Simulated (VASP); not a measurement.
Input of a VASP 6.6.1 run:

File INCAR:

```
PREC = Accurate ; ENCUT = 520
EDIFF = 1E-7 ; ISMEAR = 0
SIGMA = 0.1 ; LREAL = False
LASPH = True ; NELM = 60
ALGO = Normal ; ISIF = 2
LWAVE = False ; LCHARG = True
GGA = PS ; LELF = True
LVHAR = True ; NBANDS = 30
```

The input KPOINTS:

```
Automatic mesh
0
Gamma
  10 10 10
```

Contents of POSCAR:

```
In3Se
1.0
    4.6684208928      0.0000000000      0.0000000000
    0.0000000000      4.6684208928      0.0000000000
    0.0000000000      0.0000000000      4.6684208928
In Se
3 1
Direct
    0.0000000000      0.5000000000      0.5000000000
    0.5000000000      0.0000000000      0.5000000000
    0.5000000000      0.5000000000      0.0000000000
    0.0000000000      0.0000000000      0.0000000000
```

Potentials or basis: VASP PAW PBE potentials, release 64 (In_d, Se).

Command:

```bash
$ cat potpaw_PBE.64/In_d/POTCAR potpaw_PBE.64/Se/POTCAR > POTCAR
$ mpirun -np 1 vasp_std > vasp.out
```

**Question.** Estimate the pressure.

**Answer.** 0.0 GPa.

Caveat: the PAW data sets were made with another functional, which shifts forces and pressure a little.
